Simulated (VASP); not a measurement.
# SiC (Imm2) in VASP: further runs

Runs on SiC. Level: PBE. Tasks: relaxation of the atoms.

Program: VASP 6.6.1. These are calculated values, not measurements. Logs are shortened: lines on timing, memory, paths and dates and some standing lists are left out, and cuts for length are marked.

## (1) The cell of the first run

The structure is orthorhombic, space group Imm2 (No. 44). The conventional cell has a = 3.098 Å, b = 3.128 Å, c = 4.358 Å, α = 90.00°, β = 90.00°, γ = 90.00°. Within 2.5 Å of Si (site symmetry mm2) lie 4 C at 1.89 to 1.91 Å. C (site symmetry mm2) has 4 Si at 1.89 to 1.91 Å within 2.5 Å.

## (2) Relaxation of the atoms, PBE (strained cell)

INCAR

```
SYSTEM = SiC
PREC = Accurate
ENCUT = 520
EDIFF = 1E-7
ISMEAR = 0
SIGMA = 0.02
LREAL = .False.
LASPH = .True.
NELM = 120
ALGO = Normal
ISIF = 2
LWAVE = .False.
LCHARG = .False.
GGA = PE
IBRION = 2
NSW = 60
EDIFFG = -0.002
GGA_COMPAT = .False.
NELMIN = 4
```

KPOINTS

```
regular mesh
0
Gamma
  10 10 10
  0 0 0
```

POSCAR

```
SiC
1.0
    0.0105508730      2.2012064055      2.1792155362
    2.2012064055      0.0105508730      2.1792155362
    2.2117572785      2.2117572785      0.0000000000
Si C
1 1
Direct
    0.0001401515      0.0001401515     -0.0001401515
    0.2498598485      0.2498598485      0.2501401515
```

Potentials or basis: VASP PAW PBE potentials, release 64 (Si, C).

Run with:

```console
$ cat potpaw_PBE.64/Si/POTCAR potpaw_PBE.64/C/POTCAR > POTCAR
$ mpirun -np 1 vasp_std > vasp.out
```

OUTCAR:

```text
SYSTEM = SiC
   PREC = Accurate
   ENCUT = 520
   EDIFF = 1E-7
   ISMEAR = 0
   LREAL = .False.
   LASPH = .True.
   NELM = 120
   ISIF = 2
   GGA = PE
   IBRION = 2
   NSW = 60
   EDIFFG = -0.002
   NELMIN = 4

 ion  position               nearest neighbor table
   1  0.000  0.000  1.000-   2 1.89   2 1.89   2 1.91   2 1.91
   2  0.250  0.250  0.250-   1 1.89   1 1.89   1 1.91   1 1.91

  LATTYP: Found a body centered orthorhombic cell.
 ALAT       =     3.0980547645
 B/A-ratio  =     1.0096326171
 C/A-ratio  =     1.4068282854

  Lattice vectors:

 A1 = (   2.2012064055,   0.0105508730,  -2.1792155362)
 A2 = (  -2.2012064055,  -0.0105508730,  -2.1792155362)
 A3 = (   0.0105508730,   2.2012064055,   2.1792155362)

Analysis of symmetry for initial positions (statically):
=====================================================================
 Subroutine PRICEL returns:
 Original cell was already a primitive cell.

 Routine SETGRP: Setting up the symmetry group for a
 body centered orthorhombic supercell.

 Subroutine GETGRP returns: Found  4 space group operations
 (whereof  4 operations were pure point group operations)
 out of a pool of  8 trial point group operations.

The static configuration has the point symmetry C_2v.

Analysis of symmetry for dynamics (positions and initial velocities):
=====================================================================
 Subroutine PRICEL returns:
 Original cell was already a primitive cell.

 Routine SETGRP: Setting up the symmetry group for a
 body centered orthorhombic supercell.

 Subroutine GETGRP returns: Found  4 space group operations
 (whereof  4 operations were pure point group operations)
 out of a pool of  8 trial point group operations.

The dynamic configuration has the point symmetry C_2v.

 Subroutine INISYM returns: Found  4 space group operations
 (whereof  4 operations are pure point group operations),
 and found     1 'primitive' translations

----------------------------------------------------------------------------------------

                                     Primitive cell

  volume of cell :      21.1175

  direct lattice vectors                    reciprocal lattice vectors
     0.010550873  2.201206405  2.179215536    -0.228242183  0.228242183  0.229440361
     2.201206405  0.010550873  2.179215536     0.228242183 -0.228242183  0.229440361
     2.211757278  2.211757278  0.000000000     0.226064589  0.226064589 -0.229440361

  length of vectors
     3.097483061  3.097483061  3.127897140     0.396020034  0.396020034  0.393514010

  position of ions in fractional coordinates (direct lattice)
     0.000140151  0.000140151  0.999859849
     0.249859849  0.249859849  0.250140151

  ion indices of the primitive-cell ions
   primitive index   ion index
                 1           1
                 2           2

----------------------------------------------------------------------------------------

 KPOINTS: regular mesh

Automatic generation of k-mesh.
 Grid dimensions read from file:
 generate k-points for:   10   10   10

 Generating k-lattice:

  Cartesian coordinates                     Fractional coordinates (reciprocal lattice)
    -0.022824218  0.022824218  0.022944036     0.100000000  0.000000000  0.000000000
     0.022824218 -0.022824218  0.022944036     0.000000000  0.100000000  0.000000000
     0.022606459  0.022606459 -0.022944036     0.000000000  0.000000000  0.100000000

  Length of vectors
     0.039602003  0.039602003  0.039351401

  Shift w.r.t. Gamma in fractional coordinates (k-lattice)
     0.000000000  0.000000000  0.000000000

 Subroutine IBZKPT returns following result:
 ===========================================

 Found    171 irreducible k-points:

 Following reciprocal coordinates:
            Coordinates               Weight
  0.000000  0.000000  0.000000      1.000000
  0.100000  0.000000  0.000000      4.000000
  0.200000  0.000000  0.000000      4.000000
  0.300000  0.000000  0.000000      4.000000
  0.400000  0.000000  0.000000      4.000000
  0.500000  0.000000  0.000000      2.000000
[... 16 lines left out ...]
  0.300000  0.300000  0.000000      2.000000
  0.400000  0.300000  0.000000      4.000000
 [... further k-points ...]
   k-points           NKPTS =    171   k-points in BZ     NKDIM =    171   number of bands    NBANDS=      8
   number of dos      NEDOS =    301   number of ions     NIONS =      2
   total plane-waves  NPLWV =  13824
   dimension x,y,z NGX =    24 NGY =   24 NGZ =   24
   dimension x,y,z NGXF=    48 NGYF=   48 NGZF=   48
   ions per type =               1   1
   NGX,Y,Z   is equivalent  to a cutoff of  12.88, 12.88, 12.76 a.u.
   NGXF,Y,Z  is equivalent  to a cutoff of  25.76, 25.76, 25.51 a.u.
 SYSTEM =  SiC
   PREC   = accura    normal or accurate (medium, high low for compatibility)
   ISTART =      0    job   : 0-new  1-cont  2-samecut
   ICHARG =      2    charge: 1-file 2-atom 10-const
   ISPIN  =      1    spin polarized calculation?
   LNONCOLLINEAR =      F non collinear calculations
   LSORBIT =      F    spin-orbit coupling
   LASPH  =      T    aspherical Exc in radial PAW
   ENCUT  =  520.0 eV  38.22 Ry    6.18 a.u.   5.76  5.76  5.82*2*pi/ulx,y,z
   NELM   =    120;   NELMIN=  4; NELMDL= -5     # of ELM steps
   EDIFF  = 0.1E-06   stopping-criterion for ELM
   LREAL  =      F    real-space projection
   EDIFFG = -.2E-02   stopping-criterion for IOM
   NSW    =     60    number of steps for IOM
   IBRION =      2    ionic relax: 0-MD 1-quasi-New 2-CG
   NFREE  =      1    steps in history (QN), initial steepest desc. (CG)
   ISIF   =      2    stress and relaxation
   ISYM   =      2    0-nonsym 1-usesym 2-fastsym
   POTIM  = 0.5000    time-step for ionic-motion
   TEBEG  =    0.0;   TEEND  =   0.0 temperature during run
   PSTRESS=    0.0 pullay stress
   NELECT =       8.0000    total number of electrons
   NUPDOWN=      -1.0000    fix difference up-down
   EMIN   =  10.00;   EMAX   =-10.00  energy-range for DOS
   EFERMI =   0.00;   METHOD = LEGACY
   ISMEAR =     0;   SIGMA  =   0.02  broadening in eV -4-tet -1-fermi 0-gaus
   EFERMI_NEDOS =   21; number of points for ismear=-14 and -15
   IALGO  =     38    algorithm
   IMIX   =      4    mixing-type and parameters
     AMIX     =   0.40;   BMIX     =  1.00
     AMIX_MAG =   1.60;   BMIX_MAG =  1.00
  volume/ion in A,a.u.               =      10.56        71.25
  Fermi-wavevector in a.u.,A,eV,Ry     =   1.184561  2.238496 19.091501  1.403186
  Thomas-Fermi vector in A             =   2.320773
   LORBIT       =      0    0 simple, 1 ext, 2 COOP (PROOUT), +10 PAW based schemes
   GGA     = PE    functional components
   LHFCALC =     F    Hartree Fock is set to
   AEXX    =    0.0000 exact exchange contribution
   IVDW    =     0    specifies the selected vdW correction
   LEPSILON=     F    determine dielectric tensor
   LRPA    =     F    only Hartree local field effects (RPA)
 conjugate gradient relaxation of ions
 non-spin polarized calculation
 Gauss-broadening in eV      SIGMA  =   0.02
  energy-cutoff  :      520.00
  volume of cell :       21.12
 maximum number of plane-waves:       584
   NGX = 11   NGY = 11   NGZ = 11

--------------------------------------- Ionic step        1  -------------------------------------------

 number of electron       8.0000001 magnetization

 Free energy of the ion-electron system (eV)
  ---------------------------------------------------
  ext. energy  EPLUGINS =         0.00000000
  ---------------------------------------------------
  free energy    TOTEN  =       -15.05782004 eV

  energy without entropy =      -15.05782004  energy(sigma->0) =      -15.05782004

------------------------ aborting loop because EDIFF is reached ----------------------------------------

  FORCE on cell =-STRESS in cart. coord.  units (eV):
  Direction    XX          YY          ZZ          XY          YZ          ZX
  --------------------------------------------------------------------------------------
  -------------------------------------------------------------------------------------
  Total       -0.2655336     -0.2655336      0.0642335     -0.3166974      0.0000000      0.0000000
  in kB      -20.1459731    -20.1459731      4.8733812    -24.0277662      0.0000000      0.0000000
  external PRESSURE =     -11.8061883 kB  Pullay stress =       0.0000000 kB

 VOLUME and BASIS-vectors are now :
 -----------------------------------------------------------------------------
  energy-cutoff  :      520.00
  volume of cell :       21.12
      direct lattice vectors                 reciprocal lattice vectors
     0.010550873  2.201206405  2.179215536    -0.228242183  0.228242183  0.229440361
     2.201206405  0.010550873  2.179215536     0.228242183 -0.228242183  0.229440361
     2.211757278  2.211757278  0.000000000     0.226064589  0.226064589 -0.229440361
[... 37 lines left out ...]
 POSITION                                       TOTAL-FORCE (eV/Angst)
 -----------------------------------------------------------------------------------
      2.21176      2.21176      0.00290         0.000000      0.000000     -0.036383
      1.10588      1.10588      1.08671        -0.000000     -0.000000      0.036383
 -----------------------------------------------------------------------------------
    total drift:                                0.000000      0.000000      0.000010

  FREE ENERGIE OF THE ION-ELECTRON SYSTEM (eV)
  ---------------------------------------------------
  free  energy   TOTEN  =       -15.0578453138 eV

  energy  without entropy=      -15.0578453138  energy(sigma->0) =      -15.05784531

--------------------------------------- Ionic step        3  -------------------------------------------

 number of electron       8.0000001 magnetization

 Free energy of the ion-electron system (eV)
  ---------------------------------------------------
  ext. energy  EPLUGINS =         0.00000000
  ---------------------------------------------------
  free energy    TOTEN  =       -15.05788153 eV

  energy without entropy =      -15.05788153  energy(sigma->0) =      -15.05788153

 E-fermi :   8.0011     XC(G=0): -11.2676

 val. band max:        7.9243861364   @ k =   0.0000   0.0000   0.0000
 cond. band min:       9.1922848857   @ k =   0.5000   0.5000   0.0000
 fundamental gap:      1.2678987493
 Fermi energy:         8.0011150950

 k-point     1 :       0.0000    0.0000    0.0000
  band No.  band energies     occupation
      1      -7.3641      2.00000
      2       7.8160      2.00000
      3       7.9018      2.00000
      4       7.9244      2.00000
      5      13.8566      0.00000
      6      14.9590      0.00000
      7      15.0491      0.00000
      8      15.1567      0.00000

 k-point     2 :       0.1000    0.0000    0.0000
  band No.  band energies     occupation
      1      -7.1705      2.00000
      2       6.9115      2.00000
      3       7.6773      2.00000
      4       7.7842      2.00000
      5      14.0975      0.00000
      6      15.2021      0.00000
      7      15.3096      0.00000
      8      15.4128      0.00000
[... 221 lines left out ...]
 k-point    23 :       0.3000    0.3000    0.0000
  band No.  band energies     occupation
      1      -5.1023      2.00000
      2       3.5922      2.00000
      3       5.4149      2.00000
      4       5.5650      2.00000
      5      10.9928      0.00000
      6      13.3464      0.00000
      7      19.1798      0.00000
      8      19.2211      0.00000

 k-point    24 :       0.4000    0.3000    0.0000
  band No.  band energies     occupation
      1      -4.2409      2.00000
      2       2.3880      2.00000
      3       4.7933      2.00000
      4       5.1488      2.00000
      5      10.6647      0.00000
      6      13.3649      0.00000
      7      19.3106      0.00000
      8      19.5729      0.00000

 [... further k-points ...]

------------------------ aborting loop because EDIFF is reached ----------------------------------------

  FORCE on cell =-STRESS in cart. coord.  units (eV):
  Direction    XX          YY          ZZ          XY          YZ          ZX
  --------------------------------------------------------------------------------------
  -------------------------------------------------------------------------------------
  Total       -0.2666038     -0.2666038      0.0630266     -0.2978620      0.0000000      0.0000000
  in kB      -20.2271717    -20.2271717      4.7818148    -22.5987226      0.0000000      0.0000000
  external PRESSURE =     -11.8908429 kB  Pullay stress =       0.0000000 kB

 VOLUME and BASIS-vectors are now :
 -----------------------------------------------------------------------------
  energy-cutoff  :      520.00
  volume of cell :       21.12
      direct lattice vectors                 reciprocal lattice vectors
     0.010550873  2.201206405  2.179215536    -0.228242183  0.228242183  0.229440361
     2.201206405  0.010550873  2.179215536     0.228242183 -0.228242183  0.229440361
     2.211757278  2.211757278  0.000000000     0.226064589  0.226064589 -0.229440361

 POSITION                                       TOTAL-FORCE (eV/Angst)
 -----------------------------------------------------------------------------------
      2.21176      2.21176      0.00191        -0.000000     -0.000000      0.000009
      1.10588      1.10588      1.08770         0.000000      0.000000     -0.000009
 -----------------------------------------------------------------------------------
    total drift:                                0.000000      0.000000     -0.000044

  FREE ENERGIE OF THE ION-ELECTRON SYSTEM (eV)
  ---------------------------------------------------
  free  energy   TOTEN  =       -15.0578815330 eV

  energy  without entropy=      -15.0578815330  energy(sigma->0) =      -15.05788153

 reached required accuracy - stopping structural energy minimisation
```

It took 33 s on 1 thread of Intel Xeon 8259CL, shared host; peak memory 0.15 GiB.

Results:

| Item | Value |
| --- | --- |
| Free energy | -15.0579 eV |
| Energy gained by relaxing | 0.0 meV/atom |
| Ionic steps | 3 |
| Pressure after relaxing | -1.2 GPa |
| Band gap on the k mesh | 1.27 eV (least direct gap 4.45 eV) |

Final structure:
```xyz
2
Lattice="0.0106 2.2012 2.1792 2.2012 0.0106 2.1792 2.2118 2.2118 0.0000" Properties=species:S:1:pos:R:3 pbc="T T T"
Si    2.2118    2.2118    0.0019
C     1.1059    1.1059    1.0877
```

Caveat: the cell differs from its parent crystal (strained cell).

## (3) Relaxation of the atoms, PBE (strained cell)

INCAR is that of step 2.

KPOINTS is that of step 2.

POSCAR

```
SiC
1.0
    0.0100465858      2.2017106928      2.1845525596
    2.2017106928      0.0100465858      2.1845525596
    2.2117572785      2.2117572785      0.0000000000
Si C
1 1
Direct
    0.0004388284      0.0004388284     -0.0004388284
    0.2495611716      0.2495611716      0.2504388284
```

Potentials or basis: VASP PAW PBE potentials, release 64 (Si, C).

Run with:

```console
$ cat potpaw_PBE.64/Si/POTCAR potpaw_PBE.64/C/POTCAR > POTCAR
$ mpirun -np 1 vasp_std > vasp.out
```

Run time: 31 s. Hardware: 1 thread of Intel Xeon 8259CL, shared host; peak memory 0.16 GiB.

Results (log left out):

| Property | Result |
| --- | --- |
| Free energy | -15.0579 eV |
| Energy gained by relaxing | 0.0 meV/atom |
| Ionic steps | 3 |
| Pressure after relaxing | -1.8 GPa |
| Band gap on the k mesh | 1.29 eV (least direct gap 4.44 eV) |

Stress tensor (GPa, compression positive):
```
-2.44 -2.14  0.00
-2.14 -2.44  0.00
 0.00  0.00 -0.48
```

Final structure:
```
Si C
1.0
     0.01005    2.20171    2.18455
     2.20171    0.01005    2.18455
     2.21176    2.21176    0.00000
Si C
1 1
Direct
  0.00041 0.00041 0.99959
  0.24959 0.24959 0.25041
```

Levels at points of the mesh, in eV from the valence-band top:
| k point | band 2 | band 3 | band 4 | band 5 | band 6 | band 7 |
| --- | --- | --- | --- | --- | --- | --- |
| (0.00, 0.00, 0.00) | -0.09 | -0.01 | 0.00 | 5.91 | 7.03 | 7.12 |
| (0.50, 0.00, 0.00) | -8.43 | -1.17 | -1.05 | 5.12 | 6.97 | 7.16 |
| (0.50, 0.50, 0.00) | -7.69 | -3.31 | -3.15 | 1.29 | 4.12 | 13.70 |
| (0.00, 0.00, 0.50) | -8.46 | -1.08 | -1.02 | 5.25 | 7.12 | 7.16 |
| (0.50, 0.00, 0.50) | -7.79 | -3.15 | -3.14 | 1.37 | 4.25 | 13.60 |

Caveat: the cell differs from its parent crystal (strained cell).
